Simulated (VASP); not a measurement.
A run of VASP 6.6.1 is set up as follows.

INCAR

```
SYSTEM = GaAs
PREC     = Accurate       ! precision mode
ENCUT    = 520            ! plane-wave cutoff, eV
EDIFF    = 1E-7           ! SCF threshold, eV
ISMEAR   = 0              ! smearing method
SIGMA    = 0.02           ! smearing width, eV
LREAL    = .False.        ! projectors in reciprocal space
LASPH    = .True.         ! aspherical terms in the spheres
NELM     = 60             ! most SCF steps
ALGO     = Normal         ! electronic algorithm
ISIF     = 2              ! what is computed and relaxed
LWAVE    = .False.        ! write WAVECAR
LCHARG   = .True.         ! write CHGCAR
GGA      = CA             ! functional
LELF     = .True.         ! ELF
LVHAR    = .True.       
NBANDS   = 16             ! bands
```

The input KPOINTS:

```
regular mesh
0
Gamma
  12 12 12
  0 0 0
```

Contents of POSCAR:

```
GaAs
1.0
    0.0000000000      2.8291375187      2.8291375187
    2.8291375187      0.0000000000      2.8291375187
    2.8291375187      2.8291375187      0.0000000000
Ga As
1 1
Direct
    0.0000000000      0.0000000000      0.0000000000
    0.2500000000      0.2500000000      0.2500000000
```

Potentials or basis: VASP PAW LDA potentials, release 64 (Ga_d, As).

The run is started by

```sh
$ cat potpaw_LDA.64/Ga_d/POTCAR potpaw_LDA.64/As/POTCAR > POTCAR
$ mpirun -np 1 vasp_std > vasp.out
```

(1) Estimate the pressure.

(2) What does it give for the band gap on the k mesh?

## Answers

(1) -1.8 GPa.

(2) 0.31 eV, direct.
